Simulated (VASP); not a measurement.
Runs of VASP 6.6.1 on Sb. The structure is that of space group P6_3/mmc (No. 194), or close to it. The cells are those of the table. 

```csv
task,potentials or basis,cell,cutoff (eV),k mesh for the DOS,occupations for the DOS,second run,gap on the mesh (eV),pressure (GPa)
single point,"VASP PAW LDA potentials, release 64 (Sb)","a = 2.911, b = 2.911, c = 4.759 Å, angles 90.0, 90.0, 120.0°, 2 atoms",520,-,-,-,none,68.1
single point,"VASP PAW LDA potentials, release 64 (Sb)","a = 2.802, b = 2.802, c = 4.381 Å, angles 90.0, 90.0, 120.0°, 2 atoms",520,-,-,-,none,139.1
single point,"VASP PAW LDA potentials, release 64 (Sb)","a = 3.046, b = 3.046, c = 4.985 Å, angles 90.0, 90.0, 120.0°, 2 atoms",520,-,-,-,none,(a)
single point,"VASP PAW LDA potentials, release 64 (Sb)","a = 2.667, b = 2.667, c = 4.168 Å, angles 90.0, 90.0, 120.0°, 2 atoms",520,-,-,-,none,(b)
single point,"VASP PAW LDA potentials, release 64 (Sb)","a = 2.537, b = 2.537, c = 3.961 Å, angles 90.0, 90.0, 120.0°, 2 atoms",520,-,-,-,none,438.5
single point,"VASP PAW LDA potentials, release 64 (Sb)","a = 3.305, b = 3.305, c = 5.430 Å, angles 90.0, 90.0, 120.0°, 2 atoms",520,-,-,-,none,0.1
single point,"VASP PAW LDA potentials, release 64 (Sb_d_GW)","a = 2.667, b = 2.667, c = 4.168 Å, angles 90.0, 90.0, 120.0°, 2 atoms",500,-,-,valence_matched,none,242.2
```

Alike in all rows: level LDA; no spin polarisation; k mesh 14 × 14 × 8; smearing fermi-dirac 0.05 eV.

Question: Fill in the values left out.

Answer: (a) 32.1; (b) 252.0.

Caveats: spin-orbit coupling is left out, which moves the levels of the heavy elements.

A k mesh can miss the band edges, and the runs leave out spin-orbit coupling on Sb.

A gap of «none» marks levels without a gap at the run's occupations.

The runs don't all hold the same shells in valence.
